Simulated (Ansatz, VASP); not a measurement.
## One calculation of CsSnI3, two programs

The input INCAR:

```
SYSTEM = CsSnI3
  PREC = Accurate
  ENCUT = 520
  EDIFF = 1E-7
  ISMEAR = 0
  SIGMA = 0.03
  LREAL = .False.
  LASPH = .True.
  NELM = 60
  ALGO = Normal
  ISIF = 2
  LWAVE = .False.
  LCHARG = .False.
  GGA = PS
  NBANDS = 30
```

Contents of KPOINTS:

```
Automatic mesh
0
Gamma
  6 6 6
  0 0 0
```

POSCAR

```
CsSnI3
1.0
    6.2057000000      0.0000000000      0.0000000000
    0.0000000000      6.2057000000      0.0000000000
    0.0000000000      0.0000000000      5.9574720000
Cs Sn I
1 1 3
Direct
    0.0000000000      0.0000000000      0.0000000000
    0.5000000000      0.5000000000      0.5000000000
    0.0000000000      0.5000000000      0.5000000000
    0.5000000000      0.0000000000      0.5000000000
    0.5000000000      0.5000000000      0.0000000000
```

Input for Ansatz:

```yaml
crystal:
  lattice:
    - [6.2057, 0.0, 0.0]
    - [0.0, 6.2057, 0.0]
    - [0.0, 0.0, 5.957472]
  atoms:
    - { symbol: Cs, position: [0.0, 0.0, 0.0] }
    - { symbol: Sn, position: [0.5, 0.5, 0.5] }
    - { symbol: I, position: [0.0, 0.5, 0.5] }
    - { symbol: I, position: [0.5, 0.0, 0.5] }
    - { symbol: I, position: [0.5, 0.5, 0.0] }
basis:
  ecutwfc: 420
kpoints:
  mp_grid: { grid: [6, 6, 6] }
hamiltonian:
  xc: pbesol
scf:
  occupations: { method: gaussian, width: 0.03 }
output:
  forces: true
  stress: true
  eigenvalues: true
```

Change from the starting cell: strain +0.000 along x and y, -0.040 along z, atoms carried along.

Alike in both runs: task single point; functional PBEsol; k mesh 6 × 6 × 6; occupations gaussian, width 0.03 eV; no spin polarisation.

```csv
,VASP,Ansatz
version,VASP 6.6.1,Ansatz 0.2.0
potentials or method,"VASP PAW PBE potentials, release 64 (Cs_sv, Sn_d, I), cutoff 520 eV","scalar-relativistic, plane waves, PAW"
valence electrons in the cell,44,74
```

```csv
,VASP,Ansatz,Ansatz less VASP
gap on the k mesh at the Fermi level (eV),none,none,-
pressure (GPa),0.2,0.2,-0.01
"traceless stress, the component that is largest in VASP (GPa)",1.18,1.18,-0.003
```

VASP's potentials were made for PBE, not for PBEsol. A gap of «none» marks a metal or a gap that the smearing closes. VASP's potentials hold 44 valence electrons a cell and Ansatz's 74, so a difference there can come from the potentials and not from the codes.

Spin-orbit coupling is off throughout.
